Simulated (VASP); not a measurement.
Here is a VASP 6.6.1 calculation.

File INCAR:

```
SYSTEM = CdInS2
PREC = Accurate ; ENCUT = 520
EDIFF = 1E-6 ; ISMEAR = 0
SIGMA = 0.15 ; LREAL = .FALSE.
LASPH = .TRUE. ; NELM = 80
ALGO = Normal ; ISIF = 2
LWAVE = .FALSE. ; LCHARG = .FALSE.
GGA = PE ; NBANDS = 26
```

The input KPOINTS:

```
Automatic mesh
0
G
  12 12 6
  0 0 0
```

The input POSCAR:

```
CdInS2
1.0
    3.8084606644      0.0000000000      0.0000000000
   -1.9042303322      3.2982236847      0.0000000000
    0.0000000000      0.0000000000      7.0361310776
Cd In S
1 1 2
Direct
    0.0000000000      0.0000000000      0.0000000000
    0.0000000000      0.0000000000      0.5000000000
    0.6666666667      0.3333333333      0.7945164209
    0.3333333333      0.6666666667      0.2054835791
```

Potentials or basis: VASP PAW PBE potentials, release 64 (Cd, In_d, S).

Command:

```bash
$ cat potpaw_PBE.64/Cd/POTCAR potpaw_PBE.64/In_d/POTCAR potpaw_PBE.64/S/POTCAR > POTCAR
$ mpirun -np 1 vasp_std > vasp.out
```

Predict the pressure.

2.6 GPa.

What does it give for the largest force?

1.379 eV/Å.

Stress tensor (GPa, compression positive):
```
 4.41  0.00  0.00
 0.00  4.41  0.00
 0.00  0.00 -0.94
```

Caveat: forces of over 1 eV/Å act on the atoms, so gaps and moduli don't describe the material at rest.
